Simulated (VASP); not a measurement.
## Mg3ZnC: relaxation of cell and atoms with PBE

The system is Mg3ZnC.

```xyz
5
Lattice="-2.1780 2.1780 4.6370 2.1780 -2.1780 4.6370 2.1780 2.1780 -4.6370" Properties=species:S:1:pos:R:3 pbc="T T T"
Mg    0.0000    2.1780    4.0690
Mg    2.1780    0.0000    4.0690
Mg    0.0000    0.0000    6.1775
Zn    0.0000    0.0000    1.9118
C     0.0000    0.0000    3.9956
```

| Property | Result |
| --- | --- |
| Program | VASP 6.6.1 |
| Task | relaxation of cell and atoms |
| Functional | PBE |
| Potentials or basis | VASP PAW PBE potentials, release 64 (Mg, Zn, C) |
| Cutoff | 600 eV |
| k mesh | 12 × 12 × 12 |
| Occupations | gaussian, width 0.1 eV |
| Spin | no spin polarisation |
| Dipole correction | no |
| Further INCAR settings | ALGO = Normal; EDIFF = 1e-07; IBRION = 2; EDIFFG = -0.01; NSW = 100; ISIF = 3 |

| Quantity | Value |
| --- | --- |
| Relaxed volume | 17.51 Å³/atom |
| Relaxed cell | a = 5.540 Å, b = 5.540 Å, c = 5.540 Å, α = 133.64°, β = 133.64°, γ = 67.66° |
| Space group after relaxing (to 0.1 Å) | I4mm (No. 107) |
| Energy gained by relaxing | 0.2 meV/atom |
| Ionic steps | 9 |
| Pressure after relaxing | 0.0 GPa |
| Largest force after relaxing | 0.005 eV/Å |
| Band gap on the k mesh | zero (bands 11 and 12 overlap by 1.60 eV) |

Forces on the atoms (eV/Å):
```
Mg   0.000  0.000  0.000
Mg   0.000  0.000  0.000
Mg   0.000  0.000  0.002
Zn   0.000  0.000 -0.005
C    0.000  0.000  0.004
```

The path:
| step | energy change (eV) | largest force (eV/Å) | pressure (GPa) | volume (Å³) |
| --- | --- | --- | --- | --- |
| 1 | 0.0000 | 0.0431 | -0.07 | 87.98 |
| 2 | -0.0002 | 0.0348 | -0.03 | 87.89 |
| 3 | -0.0005 | 0.0502 | 0.10 | 87.62 |
| 4 | -0.0007 | 0.0397 | 0.05 | 87.63 |
| 5 | -0.0008 | 0.0306 | -0.04 | 87.67 |
| 6 | -0.0009 | 0.0155 | -0.02 | 87.62 |
| 7 | -0.0009 | 0.0144 | 0.02 | 87.56 |
| 8 | -0.0009 | 0.0121 | 0.02 | 87.56 |
| 9 | -0.0010 | 0.0052 | -0.01 | 87.56 |

Final structure:
```cif
data_structure
_symmetry_space_group_name_H-M 'P 1'
_symmetry_Int_Tables_number 1
_cell_length_a 5.5402
_cell_length_b 5.5402
_cell_length_c 5.5402
_cell_angle_alpha 133.637
_cell_angle_beta 133.637
_cell_angle_gamma 67.656
_cell_volume 87.56
loop_
_atom_site_label
_atom_site_type_symbol
_atom_site_fract_x
_atom_site_fract_y
_atom_site_fract_z
_atom_site_occupancy
Mg1 Mg 0.93906 0.43906 0.50000 1
Mg2 Mg 0.43906 0.93906 0.50000 1
Mg3 Mg 0.66756 0.66756 0.00000 1
Zn1 Zn 0.20417 0.20417 0.00000 1
C1 C 0.43075 0.43075 0.00000 1
```

Levels at points of the mesh, in eV from the Fermi level:
```tsv
k point	band 7	band 8	band 9	band 10	band 11	band 12	band 13	band 14	band 15
(0.00, 0.00, 0.00)	-4.54	-3.24	-2.13	-2.13	0.68	1.45	1.45	2.11	3.10
(0.50, 0.00, 0.00)	-5.52	-3.69	-2.87	-2.08	0.25	1.58	2.10	2.43	4.40
(0.50, 0.50, 0.00)	-4.43	-3.90	-3.36	-2.38	-1.71	0.36	0.85	2.59	3.56
(0.50, 0.50, 0.50)	-6.41	-2.62	-2.62	-1.93	0.32	1.87	3.05	3.05	4.57
```

It took 14 min on 1 thread of Intel(R) Xeon(R) 6975P-C (Granite Rapids), with other jobs on the host, peak memory 0.59 GiB.
